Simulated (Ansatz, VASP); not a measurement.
**One calculation of Hg, two programs**

```
CELL_PARAMETERS angstrom
5.63515 0.00000 0.09925
0.00000 5.57764 0.00000
-2.62885 0.00000 4.67015
ATOMIC_POSITIONS crystal
Hg 0.00000 0.50000 0.50000
Hg 0.00000 0.00000 0.00000
Hg 0.33333 0.99999 0.66667
Hg 0.66667 0.49999 0.83333
Hg 0.66667 0.00001 0.33333
Hg 0.33333 0.50001 0.16667
```

Alike in both runs: task single point; functional PBE; k mesh 6 × 6 × 6; occupations fermi-dirac, width 0.02 eV; no spin polarisation.

|  | VASP | Ansatz |
| --- | --- | --- |
| version | VASP 6.6.1 | Ansatz 0.2.0 |
| potentials or method | VASP PAW PBE potentials, release 64 (Hg) | plane waves, PAW |
| plane-wave cutoff (eV) | 520 | 420 |
| valence electrons in the cell | 72 | 120 |

VASP gave:

| Property | Result |
| --- | --- |
| pressure (GPa) | 3.7 |
| traceless stress, the component that is largest in VASP (GPa) | -0.86 |

Question: What did Ansatz give for the same quantities?

Answer: Pressure (GPa): 3.4; traceless stress, the component that is largest in VASP (GPa): -0.81.

With one functional, cell and mesh, what is left measures potentials, basis and numerics. VASP's potentials hold 72 valence electrons a cell and Ansatz's 120, so a difference there can come from the potentials and not from the codes. Ansatz's warnings: structure snapped to symmetry.

Spin-orbit coupling is off throughout.
